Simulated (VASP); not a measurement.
# KLa (L11 type) (R-3m) in VASP: further runs

KLa (L11 type) is run at these levels: PBE, PBEsol; tasks: electric field gradients.

Program: VASP 6.6.1. These are calculated values, not measurements. Logs are shortened: lines on timing, memory, paths and dates and some standing lists are left out, and cuts for length are marked.

### Step 1. The cell of the first run

Symmetry: R-3m, No. 166, trigonal system. Conventional cell: a = 3.787 Å, b = 3.787 Å, c = 22.287 Å, α = 90.00°, β = 90.00°, γ = 120.00°. Within 5.0 Å of K (site symmetry -3m) lie 6 K at 3.79 Å and 6 La at 4.31 Å. La (site symmetry -3m) has 6 La at 3.79 Å and 6 K at 4.31 Å within 5.0 Å.

### Step 2. Electric field gradients, PBE

Input file INCAR:

```
SYSTEM = KLa
ALGO     = Normal         ! electronic algorithm
EDIFF    = 1E-8           ! SCF threshold, eV
ENCUT    = 520            ! plane-wave cutoff, eV
GGA      = PE             ! functional
ISIF     = 2              ! what is computed and relaxed
ISMEAR   = -1             ! smearing method
LASPH    = .TRUE.         ! aspherical terms in the spheres
LCHARG   = .FALSE.        ! write CHGCAR
LEFG     = .TRUE.       
LREAL    = .FALSE.        ! projectors in reciprocal space
LWAVE    = .FALSE.        ! write WAVECAR
NBANDS   = 17             ! bands
NELM     = 80             ! most SCF steps
PREC     = Accurate       ! precision mode
SIGMA    = 0.05           ! smearing width, eV
```

Input file KPOINTS:

```
k-points
0
G
  11 11 11
  0 0 0
```

Input file POSCAR:

```
KLa
1.0
    1.8935674168     -1.0932516578      7.4291209337
    0.0000000000      2.1865033157      7.4291209337
   -1.8935674168     -1.0932516578      7.4291209337
K La
1 1
Direct
    0.0000000000      0.0000000000      0.0000000000
    0.5000000000      0.5000000000      0.5000000000
```

Potentials or basis: VASP PAW PBE potentials, release 64 (K_sv, La).

Launch:

```
> cat potpaw_PBE.64/K_sv/POTCAR potpaw_PBE.64/La/POTCAR > POTCAR
> mpirun -np 1 vasp_std > vasp.out
```

OUTCAR:

```text
SYSTEM = KLa
   EDIFF = 1E-8
   ENCUT = 520
   GGA = PE
   ISIF = 2
   ISMEAR = -1
   LASPH = .TRUE.
   LREAL = .FALSE.
   NELM = 80
   PREC = Accurate

 ion  position               nearest neighbor table
   1  0.000  0.000  0.000-
   2  0.500  0.500  0.500-

  LATTYP: Found a trigonal (rhomboedric) cell.
 ALAT       =     7.7442000618
 COS(alpha) =     0.8804255445

  Lattice vectors:

 A1 = (   1.8935674168,  -1.0932516578,   7.4291209337)
 A2 = (   0.0000000000,   2.1865033157,   7.4291209337)
 A3 = (  -1.8935674168,  -1.0932516578,   7.4291209337)

Analysis of symmetry for initial positions (statically):
=====================================================================
 Subroutine PRICEL returns:
 Original cell was already a primitive cell.

 Routine SETGRP: Setting up the symmetry group for a
 trigonal (rhombohedral) supercell.

 Subroutine GETGRP returns: Found 12 space group operations
 (whereof 12 operations were pure point group operations)
 out of a pool of 12 trial point group operations.

The static configuration has the point symmetry D_3d.

Analysis of symmetry for dynamics (positions and initial velocities):
=====================================================================
 Subroutine PRICEL returns:
 Original cell was already a primitive cell.

 Routine SETGRP: Setting up the symmetry group for a
 trigonal (rhombohedral) supercell.

 Subroutine GETGRP returns: Found 12 space group operations
 (whereof 12 operations were pure point group operations)
 out of a pool of 12 trial point group operations.

The dynamic configuration has the point symmetry D_3d.

 Subroutine INISYM returns: Found 12 space group operations
 (whereof 12 operations are pure point group operations),
 and found     1 'primitive' translations

----------------------------------------------------------------------------------------

                                     Primitive cell

  volume of cell :      92.2762

  direct lattice vectors                    reciprocal lattice vectors
     1.893567417 -1.093251658  7.429120934     0.264051861 -0.152450413  0.044868476
     0.000000000  2.186503316  7.429120934     0.000000000  0.304900826  0.044868476
    -1.893567417 -1.093251658  7.429120934    -0.264051861 -0.152450413  0.044868476

  length of vectors
     7.744200062  7.744200062  7.744200062     0.308184512  0.308184512  0.308184512

  position of ions in fractional coordinates (direct lattice)
     0.000000000  0.000000000  0.000000000
     0.500000000  0.500000000  0.500000000

  ion indices of the primitive-cell ions
   primitive index   ion index
                 1           1
                 2           2

----------------------------------------------------------------------------------------

 KPOINTS: k-points

Automatic generation of k-mesh.
 Grid dimensions read from file:
 generate k-points for:   11   11   11

 Generating k-lattice:

  Cartesian coordinates                     Fractional coordinates (reciprocal lattice)
     0.024004715 -0.013859128  0.004078952     0.090909091  0.000000000 -0.000000000
     0.000000000  0.027718257  0.004078952     0.000000000  0.090909091  0.000000000
    -0.024004715 -0.013859128  0.004078952    -0.000000000  0.000000000  0.090909091

  Length of vectors
     0.028016774  0.028016774  0.028016774

  Shift w.r.t. Gamma in fractional coordinates (k-lattice)
     0.000000000  0.000000000  0.000000000

 Subroutine IBZKPT returns following result:
 ===========================================

 Found    146 irreducible k-points:

 Following reciprocal coordinates:
            Coordinates               Weight
  0.000000  0.000000  0.000000      1.000000
  0.090909  0.000000 -0.000000      6.000000
  0.181818 -0.000000  0.000000      6.000000
  0.272727 -0.000000 -0.000000      6.000000
  0.363636  0.000000 -0.000000      6.000000
  0.454545  0.000000 -0.000000      6.000000
[... 16 lines left out ...]
 -0.272727  0.181818  0.000000     12.000000
 -0.181818  0.181818 -0.000000      6.000000
 [... further k-points ...]
   k-points           NKPTS =    146   k-points in BZ     NKDIM =    146   number of bands    NBANDS=     17
   number of dos      NEDOS =    301   number of ions     NIONS =      2
   total plane-waves  NPLWV = 216000
   dimension x,y,z NGX =    60 NGY =   60 NGZ =   60
   dimension x,y,z NGXF=   120 NGYF=  120 NGZF=  120
   ions per type =               1   1
   NGX,Y,Z   is equivalent  to a cutoff of  12.88, 12.88, 12.88 a.u.
   NGXF,Y,Z  is equivalent  to a cutoff of  25.76, 25.76, 25.76 a.u.
 SYSTEM =  KLa
   PREC   = accura    normal or accurate (medium, high low for compatibility)
   ISTART =      0    job   : 0-new  1-cont  2-samecut
   ICHARG =      2    charge: 1-file 2-atom 10-const
   ISPIN  =      1    spin polarized calculation?
   LNONCOLLINEAR =      F non collinear calculations
   LSORBIT =      F    spin-orbit coupling
   LASPH  =      T    aspherical Exc in radial PAW
   ENCUT  =  520.0 eV  38.22 Ry    6.18 a.u.  14.40 14.40 14.40*2*pi/ulx,y,z
   NELM   =     80;   NELMIN=  2; NELMDL= -5     # of ELM steps
   EDIFF  = 0.1E-07   stopping-criterion for ELM
   LREAL  =      F    real-space projection
   EDIFFG = 0.1E-06   stopping-criterion for IOM
   NSW    =      0    number of steps for IOM
   IBRION =     -1    ionic relax: 0-MD 1-quasi-New 2-CG
   NFREE  =      0    steps in history (QN), initial steepest desc. (CG)
   ISIF   =      2    stress and relaxation
   ISYM   =      2    0-nonsym 1-usesym 2-fastsym
   POTIM  = 0.5000    time-step for ionic-motion
   TEBEG  =    0.0;   TEEND  =   0.0 temperature during run
   PSTRESS=    0.0 pullay stress
   NELECT =      20.0000    total number of electrons
   NUPDOWN=      -1.0000    fix difference up-down
   EMIN   =  10.00;   EMAX   =-10.00  energy-range for DOS
   EFERMI =   0.00;   METHOD = LEGACY
   ISMEAR =    -1;   SIGMA  =   0.05  broadening in eV -4-tet -1-fermi 0-gaus
   EFERMI_NEDOS =   21; number of points for ismear=-14 and -15
   IALGO  =     38    algorithm
   IMIX   =      4    mixing-type and parameters
     AMIX     =   0.40;   BMIX     =  1.00
     AMIX_MAG =   1.60;   BMIX_MAG =  1.00
  volume/ion in A,a.u.               =      46.14       311.36
  Fermi-wavevector in a.u.,A,eV,Ry     =   0.983381  1.858320 13.157342  0.967037
  Thomas-Fermi vector in A             =   2.114534
   LORBIT       =      0    0 simple, 1 ext, 2 COOP (PROOUT), +10 PAW based schemes
   GGA     = PE    functional components
   LHFCALC =     F    Hartree Fock is set to
   AEXX    =    0.0000 exact exchange contribution
   IVDW    =     0    specifies the selected vdW correction
   LEPSILON=     F    determine dielectric tensor
   LRPA    =     F    only Hartree local field effects (RPA)
 non-spin polarized calculation
  energy-cutoff  :      520.00
  volume of cell :       92.28
 maximum number of plane-waves:      2502
 NGX is ok and might be reduce to    60
   NGX = 29   NGY = 29   NGZ = 29

 number of electron      20.0000000 magnetization

 Free energy of the ion-electron system (eV)
  ---------------------------------------------------
  ext. energy  EPLUGINS =         0.00000000
  ---------------------------------------------------
  free energy    TOTEN  =        -5.20508326 eV

  energy without entropy =       -5.18554454  energy(sigma->0) =       -5.19531390

 E-fermi :   3.4566     XC(G=0):  -7.8012

 val. band max:        3.4558739186   @ k =   0.3636   0.2727  -0.0000
 cond. band min:       3.4761664227   @ k =   0.3636   0.0909   0.0909
 fundamental gap:      0.0202925042
 Fermi energy:         3.4565865744

 k-point     1 :       0.0000    0.0000    0.0000
  band No.  band energies     occupation
      1     -29.8720      2.00000
      2     -28.2834      2.00000
      3     -13.6233      2.00000
      4     -13.0235      2.00000
      5     -13.0235      2.00000
      6     -11.7060      2.00000
[... 9 lines left out ...]
     16       5.0019      0.00000
     17       5.0230      0.00000

 k-point     2 :       0.0909    0.0000   -0.0000
  band No.  band energies     occupation
      1     -29.8635      2.00000
      2     -28.2801      2.00000
      3     -13.6111      2.00000
      4     -13.1033      2.00000
      5     -13.0412      2.00000
      6     -11.7016      2.00000
[... 9 lines left out ...]
     16       4.8912      0.00000
     17       4.9626      0.00000
[... 421 lines left out ...]
 k-point    24 :      -0.1818    0.1818   -0.0000
  band No.  band energies     occupation
      1     -29.7952      2.00000
      2     -28.2533      2.00000
      3     -13.6303      2.00000
      4     -13.5131      2.00000
      5     -13.2448      2.00000
      6     -11.8964      2.00000
[... 9 lines left out ...]
     16       4.9309      0.00000
     17       4.9706      0.00000

 [... further k-points ...]

------------------------ aborting loop because EDIFF is reached ----------------------------------------

  FORCE on cell =-STRESS in cart. coord.  units (eV):
  Direction    XX          YY          ZZ          XY          YZ          ZX
  --------------------------------------------------------------------------------------
  -------------------------------------------------------------------------------------
  Total       -0.0101582     -0.0101582      0.0035069      0.0000000      0.0000000      0.0000000
  in kB       -0.1763749     -0.1763749      0.0608904      0.0000000      0.0000000      0.0000000
  external PRESSURE =      -0.0972865 kB  Pullay stress =       0.0000000 kB

 VOLUME and BASIS-vectors are now :
 -----------------------------------------------------------------------------
  energy-cutoff  :      520.00
  volume of cell :       92.28
      direct lattice vectors                 reciprocal lattice vectors
     1.893567417 -1.093251658  7.429120934     0.264051861 -0.152450413  0.044868476
     0.000000000  2.186503316  7.429120934     0.000000000  0.304900826  0.044868476
    -1.893567417 -1.093251658  7.429120934    -0.264051861 -0.152450413  0.044868476

 POSITION                                       TOTAL-FORCE (eV/Angst)
 -----------------------------------------------------------------------------------
      0.00000      0.00000      0.00000         0.000000     -0.000000      0.000000
      0.00000      0.00000     11.14368        -0.000000      0.000000      0.000000
 -----------------------------------------------------------------------------------
    total drift:                                0.000000     -0.000000      0.000000

  FREE ENERGIE OF THE ION-ELECTRON SYSTEM (eV)
  ---------------------------------------------------
  free  energy   TOTEN  =        -5.2050832556 eV

  energy  without entropy=       -5.1855445399  energy(sigma->0) =       -5.19531390

 Electric field gradients (V/A^2)
---------------------------------------------------------------------
 ion       V_xx      V_yy      V_zz      V_xy      V_xz      V_yz
---------------------------------------------------------------------
   1      11.963    11.963   -23.925    -0.000    -0.000    -0.000
   2      27.769    27.769   -55.538    -0.000    -0.000    -0.000
---------------------------------------------------------------------

 Electric field gradients after diagonalization (V/A^2)
 (convention: |V_zz| > |V_xx| > |V_yy|)
----------------------------------------------------------------------
 ion       V_xx      V_yy      V_zz     asymmetry (V_yy - V_xx)/ V_zz
----------------------------------------------------------------------
   1      11.963    11.963   -23.925       0.000
   2      27.769    27.769   -55.538       0.000
----------------------------------------------------------------------

           NMR quadrupolar parameters

 Cq : quadrupolar parameter    Cq=e*Q*V_zz/h
 eta: asymmetry parameters     (V_yy - V_xx)/ V_zz
 Q  : nuclear electric quadrupole moment in mb (millibarn)
----------------------------------------------------------------------
 ion       Cq(MHz)       eta       Q (mb)
----------------------------------------------------------------------
   1      -0.058       0.000       1.000
   2      -0.134       0.000       1.000
----------------------------------------------------------------------
```

Wall time 12 min (1 thread of Intel Xeon Platinum 8559C (Emerald Rapids), shared host); peak memory 0.67 GiB.

Results:

| Quantity | Value |
| --- | --- |
| Free energy | -5.2051 eV |
| Pressure | 0.0 GPa |
| Band gap on the k mesh | zero (bands 10 and 11 overlap by 0.52 eV) |
| Largest electric field gradient by atom | K -23.9; La -55.5 V/Å² |

Levels at points of the mesh, in eV from the Fermi level:
```tsv
k point	band 6	band 7	band 8	band 9	band 10	band 11	band 12	band 13	band 14	band 15
(0.00, 0.00, 0.00)	-15.16	-15.09	-15.09	-2.89	-1.13	0.48	0.99	1.30	1.39	1.39
```

Electric field gradients, principal values (V/Å²):
| atom | least | middle | greatest (by size) |
| --- | --- | --- | --- |
| 1 K | 11.963 | 11.963 | -23.925 |
| 2 La | 27.769 | 27.769 | -55.538 |

Caveat: without QUAD_EFG the Cq values of the log hold for a quadrupole moment of 1 mb, not for the nuclei; spin-orbit coupling is left out, which moves the levels of the heavy elements.

### Step 3. Electric field gradients, PBE (47.52 Å³/atom)

This run uses another cell than the first one, of 47.52 Å³/atom.

INCAR is that of step 2.

KPOINTS is that of step 2.

Input file POSCAR:

```
KLa
1.0
    1.9123168285     -1.1040766357      7.5026813705
    0.0000000000      2.2081532714      7.5026813705
   -1.9123168285     -1.1040766357      7.5026813705
K La
1 1
Direct
    0.0000000000      0.0000000000      0.0000000000
    0.5000000000      0.5000000000      0.5000000000
```

Potentials or basis: VASP PAW PBE potentials, release 64 (K_sv, La).

Launch:

```
> cat potpaw_PBE.64/K_sv/POTCAR potpaw_PBE.64/La/POTCAR > POTCAR
> mpirun -np 1 vasp_std > vasp.out
```

OUTCAR:

```text
SYSTEM = KLa
   EDIFF = 1E-8
   ENCUT = 520
   GGA = PE
   ISIF = 2
   ISMEAR = -1
   LASPH = .TRUE.
   LREAL = .FALSE.
   NELM = 80
   PREC = Accurate

 ion  position               nearest neighbor table
   1  0.000  0.000  0.000-
   2  0.500  0.500  0.500-

  LATTYP: Found a trigonal (rhomboedric) cell.
 ALAT       =     7.8208802968
 COS(alpha) =     0.8804255445

  Lattice vectors:

 A1 = (   1.9123168285,  -1.1040766357,   7.5026813705)
 A2 = (   0.0000000000,   2.2081532714,   7.5026813705)
 A3 = (  -1.9123168285,  -1.1040766357,   7.5026813705)

Analysis of symmetry for initial positions (statically):
=====================================================================
 Subroutine PRICEL returns:
 Original cell was already a primitive cell.

 Routine SETGRP: Setting up the symmetry group for a
[... 669 lines left out ...]
  energy-cutoff  :      520.00
  volume of cell :       95.04
      direct lattice vectors                 reciprocal lattice vectors
     1.912316829 -1.104076636  7.502681371     0.261462950 -0.150955705  0.044428561
     0.000000000  2.208153271  7.502681371     0.000000000  0.301911410  0.044428561
    -1.912316829 -1.104076636  7.502681371    -0.261462950 -0.150955705  0.044428561

 POSITION                                       TOTAL-FORCE (eV/Angst)
 -----------------------------------------------------------------------------------
      0.00000      0.00000      0.00000         0.000000     -0.000000      0.000000
      0.00000      0.00000     11.25402         0.000000      0.000000     -0.000000
 -----------------------------------------------------------------------------------
    total drift:                                0.000000     -0.000000      0.000000

  FREE ENERGIE OF THE ION-ELECTRON SYSTEM (eV)
  ---------------------------------------------------
  free  energy   TOTEN  =        -5.2018815488 eV

  energy  without entropy=       -5.1808732306  energy(sigma->0) =       -5.19137739

 Electric field gradients (V/A^2)
---------------------------------------------------------------------
 ion       V_xx      V_yy      V_zz      V_xy      V_xz      V_yz
---------------------------------------------------------------------
   1      11.422    11.422   -22.843    -0.000    -0.000    -0.000
   2      25.141    25.141   -50.282     0.000    -0.000    -0.000
---------------------------------------------------------------------

 Electric field gradients after diagonalization (V/A^2)
 (convention: |V_zz| > |V_xx| > |V_yy|)
----------------------------------------------------------------------
 ion       V_xx      V_yy      V_zz     asymmetry (V_yy - V_xx)/ V_zz
----------------------------------------------------------------------
   1      11.422    11.422   -22.843       0.000
   2      25.141    25.141   -50.282       0.000
----------------------------------------------------------------------

           NMR quadrupolar parameters

 Cq : quadrupolar parameter    Cq=e*Q*V_zz/h
 eta: asymmetry parameters     (V_yy - V_xx)/ V_zz
 Q  : nuclear electric quadrupole moment in mb (millibarn)
----------------------------------------------------------------------
 ion       Cq(MHz)       eta       Q (mb)
----------------------------------------------------------------------
   1      -0.055       0.000       1.000
   2      -0.122       0.000       1.000
----------------------------------------------------------------------
```

Run time: 12 min. Hardware: 1 thread of Intel Xeon Platinum 8559C (Emerald Rapids), shared host; peak memory 0.69 GiB.

Results:

```
Free energy                             : -5.2019 eV
Pressure                                : -0.4 GPa
Band gap on the k mesh                  : zero (bands 10 and 11 overlap by 0.48 eV)
Largest electric field gradient by atom : K -22.8; La -50.3 V/Å²
```

Electric field gradients, principal values (V/Å²):
| atom | least | middle | greatest (by size) |
| --- | --- | --- | --- |
| 1 K | 11.422 | 11.422 | -22.843 |
| 2 La | 25.141 | 25.141 | -50.282 |

Caveat: without QUAD_EFG the Cq values of the log hold for a quadrupole moment of 1 mb, not for the nuclei; spin-orbit coupling is left out, which moves the levels of the heavy elements.

[end of part 1 of 2]

The gap in the log of VASP goes by the Fermi energy; the results here count the filled bands.